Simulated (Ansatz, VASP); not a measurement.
# Two plane-wave programs on BN

```
CELL_PARAMETERS angstrom
2.50772 0.00000 0.00000
-1.25386 2.17175 0.00000
0.00000 0.00000 32.61412
ATOMIC_POSITIONS crystal
B 0.66667 0.33333 0.44858
B 0.33333 0.66667 0.55142
N 0.33333 0.66667 0.44853
N 0.66667 0.33333 0.55147
```

Alike in both runs: task single point; functional r2SCAN; k mesh 12 × 12 × 1; occupations gaussian, width 0.02 eV; no spin polarisation.

|  | VASP | Ansatz |
| --- | --- | --- |
| version | VASP 6.6.1 | Ansatz 0.2.0 |
| potentials or method | VASP PAW PBE potentials, release 64 (B, N), cutoff 520 eV | scalar-relativistic, plane waves, PAW |
| valence electrons in the cell | 16 | 16 |

Ansatz gave:

```
gap on the k mesh at the Fermi level (eV) : 5.08
least direct gap on the mesh (eV)         : 5.39
rms of the force components (eV/Å)        : 0.006
```

**Question.** Which values does VASP return?

**Answer.** gap on the k mesh at the Fermi level (eV): 5.12; least direct gap on the mesh (eV): 5.45; rms of the force components (eV/Å): 0.007.

VASP's potentials were made for PBE, not for r2SCAN. Ansatz's warnings: xc potential rough in thin density.
